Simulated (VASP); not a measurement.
# In (I4/mmm) in VASP: a series of runs

Runs on In. Level: PBEsol. Tasks: single point.

Program: VASP 6.6.1. These are calculated values, not measurements. Logs are shortened: lines on timing, memory, paths and dates and some standing lists are left out, and cuts for length are marked.

## Step 1: The cell of the first run

Symmetry: I4/mmm, No. 139, tetragonal system. The conventional cell has a = 3.155 Å, b = 3.155 Å, c = 4.799 Å, α = 90.00°, β = 90.00°, γ = 90.00°. In (site symmetry 4/mmm) has 12 In at 3.15 to 3.28 Å within 4.2 Å.

## Step 2: Single point, PBEsol (strain -0.030 along x and y, -0.030 along z)

The input, INCAR:

```
SYSTEM = In
PREC = Accurate ; ENCUT = 520
EDIFF = 1E-6 ; ISMEAR = 0
SIGMA = 0.15 ; LREAL = .False.
LASPH = .True. ; NELM = 80
ALGO = Fast ; ISIF = 2
LWAVE = .False. ; LCHARG = .False.
GGA = PS ; NBANDS = 12
```

The input, KPOINTS:

```
regular mesh
0
Gamma
  20 20 20
  0 0 0
```

The input, POSCAR:

```
In
1.0
   -1.5773655000      1.5773655000      2.3997315000
    1.5773655000     -1.5773655000      2.3997315000
    1.5773655000      1.5773655000     -2.3997315000
In
1
Direct
    0.0000000000      0.0000000000      0.0000000000
```

Potentials or basis: VASP PAW PBE potentials, release 64 (In_d).

Run with:

```bash
$ cat potpaw_PBE.64/In_d/POTCAR > POTCAR
$ mpirun -np 1 vasp_std > vasp.out
```

OUTCAR:

```text
SYSTEM = In
   PREC = Accurate
   ENCUT = 520
   EDIFF = 1E-6
   ISMEAR = 0
   LREAL = .False.
   LASPH = .True.
   NELM = 80
   ISIF = 2
   GGA = PS

 ion  position               nearest neighbor table
   1  0.000  0.000  0.000-

  LATTYP: Found a body centered tetragonal cell.
 ALAT       =     3.1547310000
 C/A-ratio  =     1.5213541186

  Lattice vectors:

 A1 = (  -1.5773655000,   1.5773655000,   2.3997315000)
 A2 = (   1.5773655000,  -1.5773655000,   2.3997315000)
 A3 = (   1.5773655000,   1.5773655000,  -2.3997315000)

Analysis of symmetry for initial positions (statically):
=====================================================================
 Subroutine PRICEL returns:
 Original cell was already a primitive cell.

 Routine SETGRP: Setting up the symmetry group for a
 body centered tetragonal supercell.

 Subroutine GETGRP returns: Found 16 space group operations
 (whereof 16 operations were pure point group operations)
 out of a pool of 16 trial point group operations.

The static configuration has the point symmetry D_4h.

Analysis of symmetry for dynamics (positions and initial velocities):
=====================================================================
 Subroutine PRICEL returns:
 Original cell was already a primitive cell.

 Routine SETGRP: Setting up the symmetry group for a
 body centered tetragonal supercell.

 Subroutine GETGRP returns: Found 16 space group operations
 (whereof 16 operations were pure point group operations)
 out of a pool of 16 trial point group operations.

The dynamic configuration has the point symmetry D_4h.

 Subroutine INISYM returns: Found 16 space group operations
 (whereof 16 operations are pure point group operations),
 and found     1 'primitive' translations

----------------------------------------------------------------------------------------

                                     Primitive cell

  volume of cell :      23.8829

  direct lattice vectors                    reciprocal lattice vectors
    -1.577365500  1.577365500  2.399731500     0.000000000  0.316984237  0.208356643
     1.577365500 -1.577365500  2.399731500     0.316984237  0.000000000  0.208356643
     1.577365500  1.577365500 -2.399731500     0.316984237  0.316984237  0.000000000

  length of vectors
     3.276411927  3.276411927  3.276411927     0.379330328  0.379330328  0.448283407

  position of ions in fractional coordinates (direct lattice)
     0.000000000  0.000000000  0.000000000
[... 77 lines left out ...]
   LREAL  =      F    real-space projection
   EDIFFG = 0.1E-04   stopping-criterion for IOM
   NSW    =      0    number of steps for IOM
   IBRION =     -1    ionic relax: 0-MD 1-quasi-New 2-CG
   NFREE  =      0    steps in history (QN), initial steepest desc. (CG)
   ISIF   =      2    stress and relaxation
   ISYM   =      2    0-nonsym 1-usesym 2-fastsym
   POTIM  = 0.5000    time-step for ionic-motion
   TEBEG  =    0.0;   TEEND  =   0.0 temperature during run
   PSTRESS=    0.0 pullay stress
   NELECT =      13.0000    total number of electrons
   NUPDOWN=      -1.0000    fix difference up-down
   EMIN   =  10.00;   EMAX   =-10.00  energy-range for DOS
   EFERMI =   0.00;   METHOD = LEGACY
   ISMEAR =     0;   SIGMA  =   0.15  broadening in eV -4-tet -1-fermi 0-gaus
   EFERMI_NEDOS =   21; number of points for ismear=-14 and -15
   IALGO  =     68    algorithm
   IMIX   =      4    mixing-type and parameters
     AMIX     =   0.40;   BMIX     =  1.00
     AMIX_MAG =   1.60;   BMIX_MAG =  1.00
  volume/ion in A,a.u.               =      23.88       161.17
  Fermi-wavevector in a.u.,A,eV,Ry     =   1.336678  2.525955 24.309644  1.786708
  Thomas-Fermi vector in A             =   2.465286
   LORBIT       =      0    0 simple, 1 ext, 2 COOP (PROOUT), +10 PAW based schemes
   GGA     = PS    functional components
   LHFCALC =     F    Hartree Fock is set to
   AEXX    =    0.0000 exact exchange contribution
   IVDW    =     0    specifies the selected vdW correction
   LEPSILON=     F    determine dielectric tensor
   LRPA    =     F    only Hartree local field effects (RPA)
 non-spin polarized calculation
 RMM-DIIS sequential band-by-band and
 Gauss-broadening in eV      SIGMA  =   0.15
  energy-cutoff  :      520.00
  volume of cell :       23.88
 maximum number of plane-waves:       668
   NGX = 13   NGY = 13   NGZ = 13

 number of electron      12.9999997 magnetization

 Free energy of the ion-electron system (eV)
  ---------------------------------------------------
  ext. energy  EPLUGINS =         0.00000000
  ---------------------------------------------------
  free energy    TOTEN  =        -2.96743841 eV

  energy without entropy =       -2.96166219  energy(sigma->0) =       -2.96455030

 E-fermi :   8.4630     XC(G=0): -10.8467

 val. band max:        8.4574411316   @ k =  -0.4500   0.4500   0.1000
 cond. band min:       8.4798692093   @ k =  -0.3000   0.3500   0.3000
 fundamental gap:      0.0224280776
 Fermi energy:         8.4629989715

 k-point     1 :       0.0000    0.0000    0.0000
  band No.  band energies     occupation
      1      -6.3090      2.00000
      2      -6.1755      2.00000
      3      -6.1755      2.00000
      4      -6.0672      2.00000
      5      -5.9367      2.00000
      6      -1.7881      2.00000
      7      19.7849      0.00000
      8      19.7849      0.00000
      9      19.9895      0.00000
     10      20.2034      0.00000
     11      23.2286      0.00000
     12      23.2987      0.00000
[... 331 lines left out ...]
 k-point    24 :      -0.3500    0.0500   -0.0000
  band No.  band energies     occupation
      1      -6.2902      2.00000
      2      -6.2317      2.00000
      3      -6.1310      2.00000
      4      -5.9131      2.00000
      5      -5.8587      2.00000
      6       0.9945      2.00000
      7       9.0643      0.00000
      8      16.5978      0.00000
      9      18.2809      0.00000
     10      19.9781      0.00000
     11      21.5653      0.00000
     12      22.8910      0.00000

 [... further k-points ...]
[... 5 lines left out ...]
  --------------------------------------------------------------------------------------
  -------------------------------------------------------------------------------------
  Total        0.5520114      0.5520114      0.5335076      0.0000000     -0.0000000      0.0000000
  in kB       37.0314997     37.0314997     35.7901823      0.0000000     -0.0000000      0.0000000
  external PRESSURE =      36.6177272 kB  Pullay stress =       0.0000000 kB

 VOLUME and BASIS-vectors are now :
 -----------------------------------------------------------------------------
  energy-cutoff  :      520.00
  volume of cell :       23.88
      direct lattice vectors                 reciprocal lattice vectors
    -1.577365500  1.577365500  2.399731500     0.000000000  0.316984237  0.208356643
     1.577365500 -1.577365500  2.399731500     0.316984237  0.000000000  0.208356643
     1.577365500  1.577365500 -2.399731500     0.316984237  0.316984237  0.000000000

 POSITION                                       TOTAL-FORCE (eV/Angst)
 -----------------------------------------------------------------------------------
      0.00000      0.00000      0.00000        -0.000000      0.000000      0.000000
 -----------------------------------------------------------------------------------
    total drift:                                0.000000      0.000000      0.000000

  FREE ENERGIE OF THE ION-ELECTRON SYSTEM (eV)
  ---------------------------------------------------
  free  energy   TOTEN  =        -2.9674384080 eV

  energy  without entropy=       -2.9616621921  energy(sigma->0) =       -2.96455030
```

OSZICAR:

```text
N       E                     dE             d eps       ncg     rms          rms(c)
DAV:   1     0.778051686466E+02    0.77805E+02   -0.62658E+03 15632   0.141E+03
DAV:   2     0.620652837251E+00   -0.77185E+02   -0.75182E+02 16196   0.294E+02
DAV:   3    -0.293790933612E+01   -0.35586E+01   -0.35454E+01 18436   0.638E+01
DAV:   4    -0.301624469634E+01   -0.78335E-01   -0.78311E-01 19228   0.926E+00
DAV:   5    -0.301980821548E+01   -0.35635E-02   -0.35634E-02 21356   0.178E+00    0.279E+00
RMM:   6    -0.297644677322E+01    0.43361E-01   -0.52197E-02 19003   0.366E+00    0.145E+00
RMM:   7    -0.296798644377E+01    0.84603E-02   -0.18376E-02 18367   0.179E+00    0.339E-01
RMM:   8    -0.296737673837E+01    0.60971E-03   -0.22823E-03 22606   0.663E-01    0.952E-02
RMM:   9    -0.296742781698E+01   -0.51079E-04   -0.64878E-04 24357   0.244E-01    0.467E-02
RMM:  10    -0.296743381744E+01   -0.60005E-05   -0.13356E-04 21593   0.194E-01    0.123E-02
RMM:  11    -0.296743708436E+01   -0.32669E-05   -0.60302E-05 23944   0.865E-02    0.201E-02
RMM:  12    -0.296743830069E+01   -0.12163E-05   -0.20340E-05 21660   0.498E-02    0.828E-03
RMM:  13    -0.296743840802E+01   -0.10733E-06   -0.25137E-06 12196   0.188E-02
   1 F= -.29674384E+01 E0= -.29645503E+01  d E =-.577622E-02
```

Run time: 76 s. Hardware: 1 thread of Intel Xeon Platinum 8488C (Sapphire Rapids), shared host; peak memory 0.28 GiB.

What came out:

| Property | Result |
| --- | --- |
| Free energy | -2.9674 eV |
| Pressure | 3.7 GPa |

Caveat: the cell differs from its parent crystal (strain -0.030 along x and y, -0.030 along z); the PAW data sets were made with another functional, which shifts forces and pressure a little; spin-orbit coupling is left out, which moves the levels of the heavy elements.

## Step 3: Single point, PBEsol (strain +0.000 along x and y, -0.015 along z)

The input, INCAR:

```
SYSTEM = In
PREC = Accurate ; ENCUT = 520
EDIFF = 1E-7 ; ISMEAR = 0
SIGMA = 0.15 ; LREAL = .False.
LASPH = .True. ; NELM = 100
ALGO = Fast ; ISIF = 2
LWAVE = .False. ; LCHARG = .False.
GGA = PS ; NBANDS = 12
```

KPOINTS is that of step 2.

The input, POSCAR:

```
In
1.0
   -1.6261500000      1.6261500000      2.4368407500
    1.6261500000     -1.6261500000      2.4368407500
    1.6261500000      1.6261500000     -2.4368407500
In
1
Direct
    0.0000000000      0.0000000000      0.0000000000
```

Potentials or basis: VASP PAW PBE potentials, release 64 (In_d).

Run with:

```bash
$ cat potpaw_PBE.64/In_d/POTCAR > POTCAR
$ mpirun -np 1 vasp_std > vasp.out
```

OUTCAR:

```text
SYSTEM = In
   PREC = Accurate
   ENCUT = 520
   EDIFF = 1E-7
   ISMEAR = 0
   LREAL = .False.
   LASPH = .True.
   NELM = 100
   ISIF = 2
   GGA = PS

 ion  position               nearest neighbor table
   1  0.000  0.000  0.000-

  LATTYP: Found a body centered tetragonal cell.
 ALAT       =     3.2523000000
 C/A-ratio  =     1.4985338068

  Lattice vectors:

 A1 = (  -1.6261500000,   1.6261500000,   2.4368407500)
 A2 = (   1.6261500000,  -1.6261500000,   2.4368407500)
 A3 = (   1.6261500000,   1.6261500000,  -2.4368407500)
[... 532 lines left out ...]
      4      -6.7804      2.00000
      5      -6.7370      2.00000
      6       0.4531      2.00000
      7       8.0955      0.00000
      8      15.3483      0.00000
      9      16.6839      0.00000
     10      18.6274      0.00000
     11      20.3908      0.00000
     12      21.2138      0.00000

 [... further k-points ...]
[... 5 lines left out ...]
  --------------------------------------------------------------------------------------
  -------------------------------------------------------------------------------------
  Total       -0.0517150     -0.0517150     -0.0645113      0.0000000      0.0000000      0.0000000
  in kB       -3.2145386     -3.2145386     -4.0099436      0.0000000      0.0000000      0.0000000
  external PRESSURE =      -3.4796736 kB  Pullay stress =       0.0000000 kB

 VOLUME and BASIS-vectors are now :
 -----------------------------------------------------------------------------
  energy-cutoff  :      520.00
  volume of cell :       25.78
      direct lattice vectors                 reciprocal lattice vectors
    -1.626150000  1.626150000  2.436840750     0.000000000  0.307474710  0.205183699
     1.626150000 -1.626150000  2.436840750     0.307474710  0.000000000  0.205183699
     1.626150000  1.626150000 -2.436840750     0.307474710  0.307474710  0.000000000

 POSITION                                       TOTAL-FORCE (eV/Angst)
 -----------------------------------------------------------------------------------
      0.00000      0.00000      0.00000        -0.000000     -0.000000     -0.000000
 -----------------------------------------------------------------------------------
    total drift:                                0.000000     -0.000000     -0.000000

  FREE ENERGIE OF THE ION-ELECTRON SYSTEM (eV)
  ---------------------------------------------------
  free  energy   TOTEN  =        -2.9864081289 eV

  energy  without entropy=       -2.9812348194  energy(sigma->0) =       -2.98382147
```

OSZICAR:

```text
N       E                     dE             d eps       ncg     rms          rms(c)
DAV:   1     0.779576476115E+02    0.77958E+02   -0.62430E+03 15668   0.137E+03
DAV:   2     0.680078533912E+00   -0.77278E+02   -0.75195E+02 16136   0.291E+02
DAV:   3    -0.294549546378E+01   -0.36256E+01   -0.36152E+01 18412   0.639E+01
DAV:   4    -0.302673495124E+01   -0.81239E-01   -0.81214E-01 19436   0.945E+00
DAV:   5    -0.303039615816E+01   -0.36612E-02   -0.36610E-02 21464   0.177E+00    0.235E+00
RMM:   6    -0.299362906017E+01    0.36767E-01   -0.47131E-02 18916   0.344E+00    0.121E+00
RMM:   7    -0.298681162136E+01    0.68174E-02   -0.16141E-02 18267   0.164E+00    0.297E-01
RMM:   8    -0.298634543308E+01    0.46619E-03   -0.20395E-03 22441   0.653E-01    0.788E-02
RMM:   9    -0.298639968563E+01   -0.54253E-04   -0.59994E-04 23981   0.240E-01    0.409E-02
RMM:  10    -0.298640268805E+01   -0.30024E-05   -0.13607E-04 21268   0.202E-01    0.703E-03
RMM:  11    -0.298640692867E+01   -0.42406E-05   -0.63115E-05 24648   0.868E-02    0.136E-02
RMM:  12    -0.298640712060E+01   -0.19194E-06   -0.16176E-05 22537   0.572E-02    0.453E-03
RMM:  13    -0.298640807207E+01   -0.95146E-06   -0.62623E-06 24986   0.231E-02    0.698E-03
RMM:  14    -0.298640817387E+01   -0.10180E-06   -0.90481E-07 15125   0.932E-03    0.836E-03
RMM:  15    -0.298640812890E+01    0.44975E-07   -0.17381E-07 11993   0.643E-03
   1 F= -.29864081E+01 E0= -.29838215E+01  d E =-.517331E-02
```

Run time: 3.1 min. Hardware: 1 thread of Intel Xeon Platinum 8488C (Sapphire Rapids), shared host; peak memory 0.3 GiB.

What came out:

| Quantity | Value |
| --- | --- |
| Free energy | -2.9864 eV |
| Pressure | -0.3 GPa |

Stress tensor (GPa, compression positive):
```
-0.32  0.00  0.00
 0.00 -0.32  0.00
 0.00  0.00 -0.40
```

Caveat: the cell differs from its parent crystal (strain +0.000 along x and y, -0.015 along z); the PAW data sets were made with another functional, which shifts forces and pressure a little; spin-orbit coupling is left out, which moves the levels of the heavy elements.

(Continued in part 2 of 2.)
